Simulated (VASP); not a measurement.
Input of a VASP 6.6.1 run:

The input INCAR:

```
SYSTEM = Cu
ALGO = Normal ; EDIFF = 1E-6
ENCUT = 520 ; GGA = RP
ISIF = 2 ; ISMEAR = -1
LASPH = .TRUE. ; LCHARG = .FALSE.
LREAL = .FALSE. ; LWAVE = .FALSE.
NBANDS = 12 ; NELM = 60
PREC = Accurate ; SIGMA = 0.1
```

Contents of KPOINTS:

```
k-points
0
G
  24 24 24
  0 0 0
```

POSCAR

```
Cu
1.0
    0.0000000000      1.8362687592      1.8362687592
    1.8362687592      0.0000000000      1.8362687592
    1.8362687592      1.8362687592      0.0000000000
Cu
1
Direct
    0.0000000000      0.0000000000      0.0000000000
```

Potentials or basis: VASP PAW PBE potentials, release 64 (Cu).

Command:

```sh
$ cat potpaw_PBE.64/Cu/POTCAR > POTCAR
$ mpirun -np 1 vasp_std > vasp.out
```

(1) What does it give for the pressure?

(2) Estimate the band gap on the k mesh.

Answers

(1) 0.6 GPa.

(2) zero (an odd number of electrons rules out a gap without spin polarisation).

Caveat: the PAW data sets were made with another functional, which shifts forces and pressure a little.
